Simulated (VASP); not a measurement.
SnTe (CsCl type): relaxation of cell and atoms with PBE

The system is SnTe (CsCl type).

```
Sn Te
1.0
     3.94074    0.00000    0.00000
     0.00000    3.94074    0.00000
     0.00000    0.00000    3.94074
Sn Te
1 1
Direct
  0.00000 0.00000 0.00000
  0.50000 0.50000 0.50000
```

- Program: VASP 6.6.1
- Task: relaxation of cell and atoms
- Functional: PBE
- Potentials or basis: VASP PAW PBE potentials, release 64 (Sn_d, Te)
- Cutoff: 600 eV
- k mesh: 12 × 12 × 12
- Occupations: fermi-dirac, width 0.05 eV
- Spin: no spin polarisation
- Target pressure: 0.015 GPa
- Dipole correction: no
- Further INCAR settings: ALGO = Normal; EDIFF = 1e-06; IBRION = 2; EDIFFG = -0.005; NSW = 60; ISIF = 3

| Item | Value |
| --- | --- |
| Relaxed volume | 29.49 Å³/atom |
| Relaxed cell | a = 3.892 Å, b = 3.892 Å, c = 3.892 Å, α = 90.00°, β = 90.00°, γ = 90.00° |
| Space group after relaxing (to 0.05 Å) | Pm-3m (No. 221) |
| Energy change on relaxing (the enthalpy is what falls) | -5.2 meV/atom |
| Ionic steps | 3 |
| Pressure after relaxing | 0.0 GPa |
| Band gap on the k mesh | zero (band 10 reaches 7.62 eV, above the bottom of band 11 at 5.83 eV) |

The path:
```tsv
step	energy change (eV)	largest force (eV/Å)	pressure (GPa)	volume (Å³)
1	0.0000	0.0000	-1.46	61.20
2	-0.0103	0.0000	0.20	58.73
3	-0.0105	0.0000	0.02	58.97
```

Final structure:
```yaml
crystal:
  lattice:
    - [3.89241, 0.00000, 0.00000]
    - [0.00000, 3.89241, 0.00000]
    - [0.00000, 0.00000, 3.89241]
  atoms:
    - { symbol: Sn, position: [0.00000, 0.00000, 0.00000] }
    - { symbol: Te, position: [0.50000, 0.50000, 0.50000] }
```

Levels at points of the mesh, in eV from the Fermi level:
| k point | band 7 | band 8 | band 9 | band 10 | band 11 | band 12 | band 13 | band 14 |
| --- | --- | --- | --- | --- | --- | --- | --- | --- |
| (0.00, 0.00, 0.00) | -5.29 | -1.74 | -1.74 | -1.74 | 3.57 | 3.57 | 5.41 | 5.41 |
| (0.50, 0.00, 0.00) | -8.21 | -0.24 | -0.24 | 0.03 | 0.20 | 2.18 | 2.18 | 5.38 |
| (0.50, 0.50, 0.00) | -6.39 | -4.81 | -4.81 | 0.31 | 3.39 | 3.82 | 3.82 | 5.98 |
| (0.50, 0.50, 0.50) | -5.25 | -2.89 | -2.89 | -2.89 | -1.33 | -1.33 | -1.33 | 14.03 |

Run time: 3.7 min on 1 thread of AMD EPYC 7R13 (shared host), peak memory 0.23 GiB.

Caveat: the cell is relaxed towards a set pressure, so the enthalpy falls and the energy may rise; spin-orbit coupling is left out, which moves the levels of the heavy elements.
